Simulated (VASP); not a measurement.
# LiLa8Bi8 in VASP: single point with LDA

Aim: the single point of LiLa8Bi8 with LDA.

All numbers are computed with VASP 6.6.1; they aren't measurements. Logs are shortened: lines on timing, memory, paths and dates and some standing lists are left out, and cuts for length are marked.

**1. The cell of the first run**

The cell holds a slab with vacuum, 17 atoms: a = 9.423 Å, b = 6.663 Å, c = 19.067 Å, α = 90.00°, β = 90.00°, γ = 90.00°.

**2. Single point, LDA**

Contents of INCAR:

```
ALGO     = Normal         # electronic algorithm
EDIFF    = 1E-6           # SCF threshold, eV
ENCUT    = 520            # plane-wave cutoff, eV
GGA      = CA             # functional
ISIF     = 2              # what is computed and relaxed
ISMEAR   = 0              # smearing method
LASPH    = T              # aspherical terms in the spheres
LCHARG   = T              # write CHGCAR
LELF     = T              # ELF
LREAL    = Auto         
LVHAR    = T            
LWAVE    = F              # write WAVECAR
NBANDS   = 120            # bands
NELM     = 60             # most SCF steps
PREC     = Accurate       # precision mode
SIGMA    = 0.1            # smearing width, eV
```

Contents of KPOINTS:

```
k-points
0
Gamma
  2 3 1
```

Contents of POSCAR:

```
LiLa8Bi8
1.0
    9.4231810000      0.0000000000      0.0000000000
    0.0000000000      6.6631950000      0.0000000000
    0.0000000000      0.0000000000     19.0673860000
La Bi Li
8 8 1
Direct
    0.2495879106      0.0011108309      0.1617326040
    0.5000000000      0.5000000000      0.0524456000
    0.0000000000      0.5000000000      0.0524456000
    0.7504735495      0.0011514785      0.1617240312
    0.7482615565      0.0024169049      0.3901625249
    0.0001002396      0.5019811202      0.2878609481
    0.5001279363      0.5019659723      0.2847454347
    0.2519372874      0.0020936360      0.3901672621
    0.0000000000      0.0000000000      0.0524456000
    0.7509951799      0.5011508912      0.1628224676
    0.2491003573      0.5011134583      0.1628270553
    0.5000000000      0.0000000000      0.0524456000
    0.5000800661      0.0019405140      0.2834952865
    0.2446755926      0.5018140066      0.4058181943
    0.7557603431      0.5023425892      0.4058316221
    0.0000800814      0.0019417879      0.2847912866
    0.5001317600      0.5015746389      0.4651090219
```

Potentials or basis: VASP PAW LDA potentials, release 64 (La, Bi_d, Li_sv).

Run with:

```bash
> cat potpaw_LDA.64/La/POTCAR potpaw_LDA.64/Bi_d/POTCAR potpaw_LDA.64/Li_sv/POTCAR > POTCAR
> mpirun -np 1 vasp_std > vasp.out
```

OUTCAR:

```text
EDIFF = 1E-6
   ENCUT = 520
   GGA = CA
   ISIF = 2
   ISMEAR = 0
   LASPH = T
   LREAL = Auto
   NELM = 60
   PREC = Accurate

 ion  position               nearest neighbor table
   1  0.250  0.001  0.162-   9 3.14  12 3.15  13 3.31  16 3.32  11 3.33  11 3.33
   2  0.500  0.500  0.052-  11 3.17  10 3.17  12 3.33  12 3.33
   3  0.000  0.500  0.052-  10 3.15  11 3.15   9 3.33   9 3.33
   4  0.750  0.001  0.162-   9 3.14  12 3.15  13 3.31  16 3.32  10 3.33  10 3.33
   5  0.748  0.002  0.390-  13 3.10  16 3.11  15 3.35  15 3.35
   6  0.000  0.502  0.288-  15 3.22  14 3.22  16 3.33  16 3.33  11 3.35  10 3.35
   7  0.500  0.502  0.285-  10 3.32  11 3.32  13 3.33  13 3.33  14 3.34  15 3.34
   8  0.252  0.002  0.390-  13 3.10  16 3.11  14 3.34  14 3.35
   9  0.000  0.000  0.052-   4 3.14   1 3.14   3 3.33   3 3.33
  10  0.751  0.501  0.163-   3 3.15   2 3.17   7 3.32   4 3.33   4 3.33   6 3.35
  11  0.249  0.501  0.163-   3 3.15   2 3.17   7 3.32   1 3.33   1 3.33   6 3.35
  12  0.500  0.000  0.052-   1 3.15   4 3.15   2 3.33   2 3.33
  13  0.500  0.002  0.283-   8 3.10   5 3.10   4 3.31   1 3.31   7 3.33   7 3.33
  14  0.245  0.502  0.406-  17 2.66   6 3.22   7 3.34   8 3.34   8 3.35
  15  0.756  0.502  0.406-  17 2.66   6 3.22   7 3.34   5 3.35   5 3.35
  16  0.000  0.002  0.285-   5 3.11   8 3.11   1 3.32   4 3.32   6 3.33   6 3.33
  17  0.500  0.502  0.465-  14 2.66  15 2.66

  LATTYP: Found a simple orthorhombic cell.
 ALAT       =     6.6631950000
 B/A-ratio  =     1.4142136017
 C/A-ratio  =     2.8615980772

  Lattice vectors:

 A1 = (   0.0000000000,  -6.6631950000,   0.0000000000)
 A2 = (   9.4231810000,   0.0000000000,   0.0000000000)
 A3 = (   0.0000000000,   0.0000000000,  19.0673860000)

Analysis of symmetry for initial positions (statically):
=====================================================================
 Subroutine PRICEL returns:
 Original cell was already a primitive cell.

 Routine SETGRP: Setting up the symmetry group for a
 simple orthorhombic supercell.

 Subroutine GETGRP returns: Found  1 space group operations
 (whereof  1 operations were pure point group operations)
 out of a pool of  8 trial point group operations.

The static configuration has the point symmetry C_1 .

Analysis of symmetry for dynamics (positions and initial velocities):
=====================================================================
 Subroutine PRICEL returns:
 Original cell was already a primitive cell.

 Routine SETGRP: Setting up the symmetry group for a
 simple orthorhombic supercell.

 Subroutine GETGRP returns: Found  1 space group operations
 (whereof  1 operations were pure point group operations)
 out of a pool of  8 trial point group operations.

The dynamic configuration has the point symmetry C_1 .

 Subroutine INISYM returns: Found  1 space group operations
 (whereof  1 operations are pure point group operations),
 and found     1 'primitive' translations

----------------------------------------------------------------------------------------

                                     Primitive cell

  volume of cell :    1197.2124

  direct lattice vectors                    reciprocal lattice vectors
     9.423181000  0.000000000  0.000000000     0.106121277  0.000000000  0.000000000
     0.000000000  6.663195000  0.000000000     0.000000000  0.150078153  0.000000000
     0.000000000  0.000000000 19.067386000     0.000000000  0.000000000  0.052445574

  length of vectors
     9.423181000  6.663195000 19.067386000     0.106121277  0.150078153  0.052445574

  position of ions in fractional coordinates (direct lattice)
     0.249587911  0.001110831  0.161732604
     0.500000000  0.500000000  0.052445600
     0.000000000  0.500000000  0.052445600
     0.750473550  0.001151478  0.161724031
     0.748261556  0.002416905  0.390162525
     0.000100240  0.501981120  0.287860948
[... 9 lines left out ...]
     0.000080081  0.001941788  0.284791287
     0.500131760  0.501574639  0.465109022

  ion indices of the primitive-cell ions
   primitive index   ion index
                 1           1
                 2           2
                 3           3
                 4           4
                 5           5
                 6           6
[... 9 lines left out ...]
                16          16
                17          17

----------------------------------------------------------------------------------------

 KPOINTS: k-points

Automatic generation of k-mesh.
 Grid dimensions read from file:
 generate k-points for:    2    3    1

 Generating k-lattice:

  Cartesian coordinates                     Fractional coordinates (reciprocal lattice)
     0.053060638  0.000000000  0.000000000     0.500000000  0.000000000  0.000000000
     0.000000000  0.050026051  0.000000000     0.000000000  0.333333333  0.000000000
     0.000000000  0.000000000  0.052445574     0.000000000  0.000000000  1.000000000

  Length of vectors
     0.053060638  0.050026051  0.052445574

  Shift w.r.t. Gamma in fractional coordinates (k-lattice)
     0.000000000  0.000000000  0.000000000

 Subroutine IBZKPT returns following result:
 ===========================================

 Found      4 irreducible k-points:

 Following reciprocal coordinates:
            Coordinates               Weight
  0.000000  0.000000  0.000000      1.000000
  0.500000  0.000000  0.000000      1.000000
  0.000000  0.333333  0.000000      2.000000
  0.500000  0.333333  0.000000      2.000000
   k-points           NKPTS =      4   k-points in BZ     NKDIM =      4   number of bands    NBANDS=    120
   number of dos      NEDOS =    301   number of ions     NIONS =     17
   total plane-waves  NPLWV = 504000
   dimension x,y,z NGX =    70 NGY =   50 NGZ =  144
   dimension x,y,z NGXF=   140 NGYF=  100 NGZF=  288
   ions per type =               8   8   1
   NGX,Y,Z   is equivalent  to a cutoff of  12.35, 12.47, 12.56 a.u.
   NGXF,Y,Z  is equivalent  to a cutoff of  24.70, 24.95, 25.11 a.u.
 SYSTEM =  unknown system
   PREC   = accura    normal or accurate (medium, high low for compatibility)
   ISTART =      0    job   : 0-new  1-cont  2-samecut
   ICHARG =      2    charge: 1-file 2-atom 10-const
   ISPIN  =      1    spin polarized calculation?
   LNONCOLLINEAR =      F non collinear calculations
   LSORBIT =      F    spin-orbit coupling
   LASPH  =      T    aspherical Exc in radial PAW
   ENCUT  =  520.0 eV  38.22 Ry    6.18 a.u.  17.52 12.39 35.45*2*pi/ulx,y,z
   NELM   =     60;   NELMIN=  2; NELMDL= -5     # of ELM steps
   EDIFF  = 0.1E-05   stopping-criterion for ELM
   LREAL  =      T    real-space projection
   EDIFFG = 0.1E-04   stopping-criterion for IOM
   NSW    =      0    number of steps for IOM
   IBRION =     -1    ionic relax: 0-MD 1-quasi-New 2-CG
   NFREE  =      0    steps in history (QN), initial steepest desc. (CG)
   ISIF   =      2    stress and relaxation
   ISYM   =      2    0-nonsym 1-usesym 2-fastsym
   POTIM  = 0.5000    time-step for ionic-motion
   TEBEG  =    0.0;   TEEND  =   0.0 temperature during run
   PSTRESS=    0.0 pullay stress
   NELECT =     211.0000    total number of electrons
   NUPDOWN=      -1.0000    fix difference up-down
   EMIN   =  10.00;   EMAX   =-10.00  energy-range for DOS
   EFERMI =   0.00;   METHOD = LEGACY
   ISMEAR =     0;   SIGMA  =   0.10  broadening in eV -4-tet -1-fermi 0-gaus
   EFERMI_NEDOS =   21; number of points for ismear=-14 and -15
   IALGO  =     38    algorithm
   IMIX   =      4    mixing-type and parameters
     AMIX     =   0.40;   BMIX     =  1.00
     AMIX_MAG =   1.60;   BMIX_MAG =  1.00
  volume/ion in A,a.u.               =      70.42       475.25
  Fermi-wavevector in a.u.,A,eV,Ry     =   0.917865  1.734512 11.462572  0.842475
  Thomas-Fermi vector in A             =   2.042882
   LORBIT       =      0    0 simple, 1 ext, 2 COOP (PROOUT), +10 PAW based schemes
   GGA     = CA    functional components
   LHFCALC =     F    Hartree Fock is set to
   AEXX    =    0.0000 exact exchange contribution
   IVDW    =     0    specifies the selected vdW correction
   LEPSILON=     F    determine dielectric tensor
   LRPA    =     F    only Hartree local field effects (RPA)
 non-spin polarized calculation
 Gauss-broadening in eV      SIGMA  =   0.10
  energy-cutoff  :      520.00
  volume of cell :     1197.21
 maximum number of plane-waves:     32333
   NGX = 35   NGY = 25   NGZ = 71

 number of electron     211.0000037 magnetization

 Free energy of the ion-electron system (eV)
  ---------------------------------------------------
  ext. energy  EPLUGINS =         0.00000000
  ---------------------------------------------------
  free energy    TOTEN  =       -92.99222568 eV

  energy without entropy =      -92.95460572  energy(sigma->0) =      -92.97341570

 E-fermi :   1.8574     XC(G=0):  -5.5944

 val. band max:        1.8317582414   @ k =   0.0000   0.0000   0.0000
 cond. band min:       1.8647255151   @ k =   0.0000   0.0000   0.0000
 fundamental gap:      0.0329672737
 Fermi energy:         1.8574048550

 k-point     1 :       0.0000    0.0000    0.0000
  band No.  band energies     occupation
      1     -44.3655      2.00000
      2     -31.6645      2.00000
      3     -31.6435      2.00000
      4     -31.6403      2.00000
      5     -31.6396      2.00000
      6     -31.1505      2.00000
[... 109 lines left out ...]
    116       2.7095      0.00000
    117       2.7209      0.00000

 k-point     2 :       0.5000    0.0000    0.0000
  band No.  band energies     occupation
      1     -44.3655      2.00000
      2     -31.6643      2.00000
      3     -31.6418      2.00000
      4     -31.6414      2.00000
      5     -31.6404      2.00000
      6     -31.1497      2.00000
[... 109 lines left out ...]
    116       2.6769      0.00000
    117       2.7263      0.00000

 k-point     3 :       0.0000    0.3333    0.0000
  band No.  band energies     occupation
      1     -44.3655      2.00000
      2     -31.6641      2.00000
      3     -31.6431      2.00000
      4     -31.6399      2.00000
      5     -31.6393      2.00000
      6     -31.1501      2.00000
[... 109 lines left out ...]
    116       2.7561      0.00000
    117       2.7625      0.00000

 k-point     4 :       0.5000    0.3333    0.0000
  band No.  band energies     occupation
      1     -44.3655      2.00000
      2     -31.6639      2.00000
      3     -31.6414      2.00000
      4     -31.6410      2.00000
      5     -31.6400      2.00000
      6     -31.1493      2.00000
[... 109 lines left out ...]
    116       2.7144      0.00000
    117       2.7470      0.00000
 [bands above 117 left out]

------------------------ aborting loop because EDIFF is reached ----------------------------------------

  FORCE on cell =-STRESS in cart. coord.  units (eV):
  Direction    XX          YY          ZZ          XY          YZ          ZX
  --------------------------------------------------------------------------------------
  -------------------------------------------------------------------------------------
  Total       -0.0560634    -22.4749187      0.0566797     -0.0050271     -0.0716451     -0.0286040
  in kB       -0.0750272    -30.0772065      0.0758520     -0.0067275     -0.0958795     -0.0382795
  external PRESSURE =     -10.0254606 kB  Pullay stress =       0.0000000 kB

 VOLUME and BASIS-vectors are now :
 -----------------------------------------------------------------------------
  energy-cutoff  :      520.00
  volume of cell :     1197.21
      direct lattice vectors                 reciprocal lattice vectors
     9.423181000  0.000000000  0.000000000     0.106121277  0.000000000  0.000000000
     0.000000000  6.663195000  0.000000000     0.000000000  0.150078153  0.000000000
     0.000000000  0.000000000 19.067386000     0.000000000  0.000000000  0.052445574

 POSITION                                       TOTAL-FORCE (eV/Angst)
 -----------------------------------------------------------------------------------
      2.35191      0.00740      3.08382        -0.000293     -0.003474      0.006381
      4.71159      3.33160      1.00000         0.001138      0.004670      0.387000
      0.00000      3.33160      1.00000         0.001861      0.004356      0.375751
      7.07185      0.00767      3.08365        -0.000309     -0.003706      0.007152
      7.05100      0.01610      7.43938         0.000767     -0.004969      0.020623
      0.00094      3.34480      5.48876         0.001474     -0.003714     -0.003689
[... 9 lines left out ...]
      0.00075      0.01294      5.43023        -0.001413      0.002355     -0.010251
      4.71283      3.34209      8.86841         0.003839      0.004063      0.008608
 -----------------------------------------------------------------------------------
    total drift:                                0.003042      0.026045     -0.008390

  FREE ENERGIE OF THE ION-ELECTRON SYSTEM (eV)
  ---------------------------------------------------
  free  energy   TOTEN  =       -92.9922256765 eV

  energy  without entropy=      -92.9546057250  energy(sigma->0) =      -92.97341570
```

Wall time 42 min (1 thread of Intel Xeon 8259CL, shared host); peak memory 0.9 GiB.

What came out:

```yaml
Free_energy: -92.9922 eV
Largest_force: 0.427 eV/Å
Band_gap_on_the_k_mesh: zero (an odd number of electrons rules out a gap without spin polarisation)
```

Forces on the atoms (eV/Å):
```
La   0.000 -0.003  0.006
La   0.001  0.005  0.387
La   0.002  0.004  0.376
La   0.000 -0.004  0.007
La   0.001 -0.005  0.021
La   0.001 -0.004 -0.004
La   0.000 -0.004 -0.003
La  -0.001 -0.005  0.020
Bi   0.001  0.002 -0.427
Bi   0.005 -0.006  0.005
Bi  -0.006 -0.004  0.004
Bi   0.001  0.002 -0.397
Bi   0.002  0.005 -0.007
Bi  -0.009  0.004  0.005
Bi   0.001  0.006  0.010
Bi  -0.001  0.002 -0.010
Li   0.004  0.004  0.009
```

Caveat: the cutoff is under 1.25 times the usual one of these potentials, so pressure, stress and relaxed cells hold a basis-set (Pulay) error; there is no dipole correction, which matters where the two faces differ; spin-orbit coupling is left out, which moves the levels of the heavy elements.

The gap in the log of VASP goes by the Fermi energy; the results here count the filled bands.